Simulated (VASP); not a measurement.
Input of a VASP 6.6.1 run:

POSCAR

```
Ti3O
1.0
    2.9357969426      0.0000000000      0.0000000000
   -1.4678984713      2.5424747326      0.0000000000
    0.0000000000      0.0000000000     23.6361929063
Ti O
3 1
Direct
    0.3333333333      0.6666666666      0.3596179822
    0.6666666667      0.3333333334      0.4531964183
    0.3333333333      0.6666666666      0.5467425953
    0.3333333333      1.1666666667      0.5680084063
```

INCAR.step1

```
ALGO = Normal
DIPOL = 0.5 0.5 0.482
EDIFF = 1E-4
ENCUT = 520
GGA = PE
IDIPOL = 3
ISMEAR = 0
LASPH = T
LCHARG = F
LDIPOL = T
LREAL = F
LWAVE = T
NBANDS = 29
NELM = 60
PREC = Accurate
SIGMA = 0.1
```

Contents of INCAR.step2:

```
ALGO = Normal
DIPOL = 0.5 0.5 0.482
EDIFF = 1E-6
ENCUT = 520
IDIPOL = 3
ISIF = 2
ISMEAR = 0
ISTART = 1
LASPH = T
LCHARG = F
LDIPOL = T
LMIXTAU = T
LREAL = F
LWAVE = F
METAGGA = R2SCAN
NBANDS = 29
NELM = 60
PREC = Accurate
SIGMA = 0.1
```

KPOINTS

```
k-points
0
Gamma
  12 12 1
```

Potentials or basis: VASP PAW PBE potentials, release 64 (Ti_sv, O).

Command:

```console
$ cat potpaw_PBE.64/Ti_sv/POTCAR potpaw_PBE.64/O/POTCAR > POTCAR
$ cp INCAR.step1 INCAR
$ mpirun -np 1 vasp_std > vasp.out
$ cp INCAR.step2 INCAR
$ mpirun -np 1 vasp_std > vasp.out
```

Q: Estimate the largest force.

A: 12.365 eV/Å.

Q: What does it give for the band gap on the k mesh?

A: Zero (band 21 reaches 0.80 eV, above the bottom of band 22 at 0.47 eV).

Forces on the atoms (eV/Å):
```
Ti    0.050   0.029   0.264
Ti    0.053   0.030  -1.991
Ti   -0.195  -0.112 -10.638
O     0.092   0.053  12.365
```

Caveat: the PAW data sets were made with another functional, which shifts forces and pressure a little.
